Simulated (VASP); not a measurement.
Wanted: the native input for a VASP 6.6.1 run.

```
Task                   : single point
Functional             : r2SCAN
Potentials or basis    : VASP PAW PBE potentials, release 64 (Sn_d, Te)
Cutoff                 : 520 eV
k mesh                 : 8 × 8 × 8
Occupations            : fermi-dirac, width 0.02 eV
Spin                   : non-collinear spin, zero start, spin-orbit coupling
Starting moments       : [[0.0, 0.0, 0.0], [0.0, 0.0, 0.0]] μB
Dipole correction      : no
Further INCAR settings : ALGO = Normal; EDIFF = 1e-07; NBANDS = 32
```

SnTe:

```
Sn Te
1.0
     0.00000    3.22122    3.22122
     3.22122    0.00000    3.22122
     3.22122    3.22122    0.00000
Sn Te
1 1
Direct
  0.00000 0.00000 0.00000
  0.50000 0.50000 0.50000
```

This cell differs from its parent crystal: strain +1.0%.

The input as run:

POSCAR

```
SnTe
1.0
    0.0000000000      3.2212236489      3.2212236489
    3.2212236489      0.0000000000      3.2212236489
    3.2212236489      3.2212236489      0.0000000000
Sn Te
1 1
Direct
    0.0000000000      0.0000000000      0.0000000000
    0.5000000000      0.5000000000      0.5000000000
```

INCAR.step1

```
SYSTEM = SnTe
ALGO = Normal ; EDIFF = 1E-4
ENCUT = 520 ; GGA = PE
GGA_COMPAT = .FALSE. ; ISMEAR = -1
LASPH = .TRUE. ; LCHARG = .FALSE.
LREAL = .FALSE. ; LSORBIT = .TRUE.
LWAVE = .TRUE. ; MAGMOM = 0 0 0 0 0 0
NBANDS = 32 ; NELM = 150
PREC = Accurate ; SIGMA = 0.02
```

INCAR.step2

```
SYSTEM = SnTe
ALGO = Normal ; EDIFF = 1E-7
ENCUT = 520 ; GGA_COMPAT = .FALSE.
ISIF = 2 ; ISMEAR = -1
ISTART = 1 ; LASPH = .TRUE.
LCHARG = .FALSE. ; LMIXTAU = .TRUE.
LORBIT = 11 ; LORBMOM = .TRUE.
LREAL = .FALSE. ; LSORBIT = .TRUE.
LWAVE = .FALSE. ; MAGMOM = 0 0 0 0 0 0
METAGGA = R2SCAN ; NBANDS = 32
NELM = 150 ; PREC = Accurate
SIGMA = 0.02
```

KPOINTS

```
k-points
0
G
  8 8 8
  0 0 0
```

Potentials or basis: VASP PAW PBE potentials, release 64 (Sn_d, Te).

Run with:

```bash
$ cat potpaw_PBE.64/Sn_d/POTCAR potpaw_PBE.64/Te/POTCAR > POTCAR
$ cp INCAR.step1 INCAR
$ mpirun -np 1 vasp_ncl > vasp.out
$ cp INCAR.step2 INCAR
$ mpirun -np 1 vasp_ncl > vasp.out
```

Results of the run:

| Item | Value |
| --- | --- |
| Pressure | -1.3 GPa |
| Net moment | 0.00 μB per cell |
| Valence electrons inside the program's atomic spheres | Sn 12.03; Te 3.40 |

Caveat: the cell differs from its parent crystal (strain +1.0%); the PAW data sets were made with another functional, which shifts forces and pressure a little.

It took 21 min on 1 thread of Oxide Virtual Turin-like Processor, with other jobs on the host, peak memory 0.48 GiB.
